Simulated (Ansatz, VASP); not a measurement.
One calculation of Mg3Te2, two programs

```
Mg Te
1.0
     5.78528    0.00000    0.00000
    -2.89264    5.01020    0.00000
     0.00000    0.00000    6.19458
Mg Te
3 2
Direct
  0.50000 0.00000 0.50000
  0.00000 0.50000 0.50000
  0.50000 0.50000 0.50000
  0.00000 0.00000 0.24821
  0.00000 0.00000 0.75179
```

Alike in both runs: functional PBE; k mesh 6 × 6 × 4; occupations gaussian, width 0.1 eV; no spin polarisation.

Ansatz relaxed the structure, and its values are those at the end. VASP's run is a single point on that final structure, the one shown.

```csv
,VASP,Ansatz
version,VASP 6.6.1,Ansatz 0.2.0
potentials or method,"VASP PAW PBE potentials, release 64 (Mg, Te), cutoff 520 eV","scalar-relativistic, plane waves, PAW"
valence electrons in the cell,18,62
```

|  | VASP | Ansatz | Ansatz less VASP |
| --- | --- | --- | --- |
| gap on the k mesh at the Fermi level (eV) | none | none | - |
| pressure (GPa) | 0.0 | 0.0 | +0.04 |

A gap of «none» marks a metal or a gap that the smearing closes. The functional is the same, so the differences come from potentials, cutoffs and numerics. VASP's potentials hold 18 valence electrons a cell and Ansatz's 62, so a difference there can come from the potentials and not from the codes.

Spin-orbit coupling is off throughout.
